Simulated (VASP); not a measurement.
Here is a VASP 6.6.1 calculation.

File INCAR:

```
ALGO = Normal ; EDIFF = 1E-6
ENCUT = 520 ; GGA = PS
ISIF = 2 ; ISMEAR = 0
LASPH = T ; LCHARG = T
LELF = T ; LREAL = F
LVHAR = T ; LWAVE = F
NBANDS = 8 ; NELM = 60
PREC = Accurate ; SIGMA = 0.15
```

KPOINTS

```
k-points
0
Gamma
  22 22 22
```

Contents of POSCAR:

```
Si
1.0
    0.0000000000      2.0636969842      1.9108305409
    2.0636969842      0.0000000000      1.9108305409
    2.0636969842      2.0636969842      0.0000000000
Si
1
Direct
    0.0000000000      0.0000000000      0.0000000000
```

Potentials or basis: VASP PAW PBE potentials, release 64 (Si).

Command:

```console
$ cat potpaw_PBE.64/Si/POTCAR > POTCAR
$ mpirun -np 1 vasp_std > vasp.out
```

Task: Predict the pressure.

Result: -9.7 GPa.

Task: Predict the band gap on the k mesh.

Result: Zero (bands 2 and 3 overlap by 12.75 eV).

Stress tensor (GPa, compression positive):
```
 -9.23   0.00   0.00
  0.00  -9.23   0.00
  0.00   0.00 -10.59
```

Caveat: the cell differs from its parent crystal (strain +0.080 along x and y, +0.000 along z); the cell stands under tension; the PAW data sets were made with another functional, which shifts forces and pressure a little.
